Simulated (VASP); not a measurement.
SiC, 2 atoms in the cell. Symmetry: F-43m, No. 216, cubic system. The conventional cell has a = 4.305 Å, b = 4.305 Å, c = 4.305 Å, α = 90.00°, β = 90.00°, γ = 90.00°. Si (site symmetry -43m) has 4 C at 1.86 Å within 2.5 Å. C (site symmetry -43m) has 4 Si at 1.86 Å within 2.5 Å. 

```yaml
Program: VASP 6.6.1
Task: vibrations by perturbation theory
Functional: LDA
Potentials_or_basis: VASP PAW LDA potentials, release 64 (Si, C)
Cutoff: 520 eV
k_mesh: 10 × 10 × 10
Occupations: gaussian, width 0.01 eV
Spin: no spin polarisation
Dipole_correction: no
Further_INCAR_settings: ALGO = Normal; EDIFF = 1e-08; IBRION = 8; NSW = 1
```

Potentials or basis: VASP PAW LDA potentials, release 64 (Si, C).

Launch:

```console
$ cat potpaw_LDA.64/Si/POTCAR potpaw_LDA.64/C/POTCAR > POTCAR
$ mpirun -np 1 vasp_std > vasp.out
```

Hardware: 1 thread of Intel Xeon 6975P-C (shared host).

Problem. How long does it take, and how much memory?

Solution. It took 35 s on 1 thread of Intel Xeon 6975P-C, on a shared host, peak memory 0.19 GiB. Counts: scf iterations 35, k points 47.
